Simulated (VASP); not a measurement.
Runs of VASP 6.6.1 on Zr. The structure is that of space group R-3m (No. 166), or close to it. The cells are those of the table. 

```csv
cell,further INCAR settings,gap on the mesh (eV),pressure (GPa)
"a = 4.384 Å, angles 33.6°, 1 atom",ALGO = Fast; EDIFF = 1e-07; NBANDS = 12,none,(b)
"a = 2.863 Å, angles 82.7°, 1 atom",ALGO = Fast; EDIFF = 1e-06; NBANDS = 12,none,4.7
"a = 2.925 Å, angles 75.3°, 1 atom",ALGO = Fast; EDIFF = 1e-06; NBANDS = 12,none,2.1
"a = 3.117 Å, angles 63.2°, 1 atom",ALGO = Fast; EDIFF = 1e-07; NBANDS = 12,none,1.2
"a = 3.413 Å, angles 52.2°, 1 atom",ALGO = Fast; EDIFF = 1e-07; NBANDS = 12,none,1.2
"a = 4.017 Å, angles 38.9°, 1 atom",ALGO = Fast; EDIFF = 1e-06; NBANDS = 12,none,16.1
"a = 3.039 Å, angles 67.3°, 1 atom",ALGO = Fast; EDIFF = 1e-06; NBANDS = 12,none,1.5
"a = 3.663 Å, angles 45.7°, 1 atom",ALGO = Fast; EDIFF = 1e-07; NBANDS = 12,none,(a)
```

Alike in all rows: task single point; level PBE; potentials or basis VASP PAW PBE potentials, release 64 (Zr_sv); no spin polarisation; k mesh 20 × 20 × 20; cutoff (eV) 520; smearing gaussian 0.15 eV.

Problem. Fill in the values left out.

Solution. (a) 4.6; (b) 32.5.

Caveats: the cell stands under pressure (at least some runs).

A k mesh can miss the band edges, and the runs leave out spin-orbit coupling on Zr.

A gap of «none» marks levels without a gap at the run's occupations.
